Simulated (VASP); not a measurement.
**LiH: single point with PBE-based screened hybrid**

Crystal: LiH.

```
Li H
1.0
     2.50166    0.00000    0.00000
     0.00000    2.50166    0.00000
     0.00000    0.00000    2.50166
Li H
1 1
Direct
  0.00000 0.00000 0.00000
  0.50000 0.50000 0.50000
```

```
Program                            : VASP 6.6.1
Task                               : single point
Functional                         : PBE-based screened hybrid
Potentials or basis                : VASP PAW PBE potentials, release 64 (Li_sv, H)
Cutoff                             : 520 eV
k mesh                             : 4 × 4 × 4
Occupations                        : gaussian, width 0.01 eV
Spin                               : no spin polarisation
Dipole correction                  : no
Grid for exact exchange (PRECFOCK) : Normal
Share of exact exchange            : 0.35
Further INCAR settings             : ALGO = Normal; EDIFF = 1e-06; NBANDS = 9
Screening parameter                : 0.1 1/Å
```

The band gap on the k mesh is 2.31 eV, indirect (least direct gap 6.29 eV).

Levels at points of the mesh, in eV from the valence-band top:
```tsv
k point	band 1	band 2	band 3	band 4	band 5	band 6
(0.00, 0.00, 0.00)	-52.85	-10.15	14.19	14.19	14.19	15.35
(0.50, 0.00, 0.00)	-52.79	-7.48	2.31	13.99	18.56	18.56
(0.50, 0.50, 0.00)	-52.74	-3.06	3.23	3.23	11.19	21.83
(0.50, 0.50, 0.50)	-52.70	0.00	8.44	8.44	8.44	10.72
```

It took 7.4 s on 1 thread of Intel(R) Xeon(R) 6975P-C (Granite Rapids), with other jobs on the host, peak memory 0.21 GiB.

Caveat: the k points lie up to 0.63 Å⁻¹ apart. A k mesh can miss the band edges.
